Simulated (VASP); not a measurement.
Set up this calculation in VASP 6.6.1, as the native input.

```
Task                    : density of states
Functional              : PBE
Potentials or basis     : VASP PAW PBE potentials, release 64 (Ca_sv, F)
Cutoff                  : 520 eV
k mesh                  : 5 × 5 × 5
Occupations             : fermi-dirac, width 0.05 eV
Spin                    : no spin polarisation
Dipole correction       : no
k mesh for the DOS      : 8 × 8 × 8
Occupations for the DOS : tetrahedron
Further INCAR settings  : ALGO = Normal; EDIFF = 1e-06
```

Crystal: CaF2 (Fluorite).

```
Ca F
1.0
     0.00000    2.73100    2.73100
     2.73100    0.00000    2.73100
     2.73100    2.73100    0.00000
Ca F
1 2
Direct
  0.00000 0.00000 0.00000
  0.75000 0.75000 0.75000
  0.25000 0.25000 0.25000
```

One way to write it, as run:

POSCAR

```
CaF2
1.0
    0.0000000000      2.7310000000      2.7310000000
    2.7310000000      0.0000000000      2.7310000000
    2.7310000000      2.7310000000      0.0000000000
Ca F
1 2
Direct
    0.0000000000      0.0000000000      0.0000000000
    0.7500000000      0.7500000000      0.7500000000
    0.2500000000      0.2500000000      0.2500000000
```

INCAR.step1

```
SYSTEM = CaF2
ALGO = Normal
EDIFF = 1E-6
ENCUT = 520
GGA = PE
GGA_COMPAT = .FALSE.
ISIF = 2
ISMEAR = -1
LASPH = .TRUE.
LCHARG = .TRUE.
LORBIT = 11
LREAL = .FALSE.
LWAVE = .FALSE.
NBANDS = 19
NEDOS = 2001
NELM = 120
PREC = Accurate
SIGMA = 0.05
```

KPOINTS.step1

```
k-points
0
G
  5 5 5
  0 0 0
```

INCAR.step2

```
SYSTEM = CaF2
ALGO = Normal
EDIFF = 1E-6
ENCUT = 520
GGA = PE
GGA_COMPAT = .FALSE.
ICHARG = 11
ISIF = 2
ISMEAR = -5
LASPH = .TRUE.
LCHARG = .FALSE.
LORBIT = 11
LREAL = .FALSE.
LWAVE = .FALSE.
NEDOS = 1001
NELM = 120
PREC = Accurate
SIGMA = 0.05
```

KPOINTS.step2

```
k-points
0
G
  8 8 8
  0 0 0
```

Potentials or basis: VASP PAW PBE potentials, release 64 (Ca_sv, F).

Launch:

```console
$ cat potpaw_PBE.64/Ca_sv/POTCAR potpaw_PBE.64/F/POTCAR > POTCAR
$ cp INCAR.step1 INCAR
$ cp KPOINTS.step1 KPOINTS
$ mpirun -np 1 vasp_std > vasp.out
$ cp INCAR.step2 INCAR
$ cp KPOINTS.step2 KPOINTS
$ mpirun -np 1 vasp_std > vasp.out
```

It gave:

| Item | Value |
| --- | --- |
| Valence electrons inside the program's atomic spheres | Ca 8.11; F 6.12 |

Run time: 28 s on 1 thread of Intel(R) Xeon(R) Platinum 8488C (Sapphire Rapids) (shared host), peak memory 0.16 GiB.
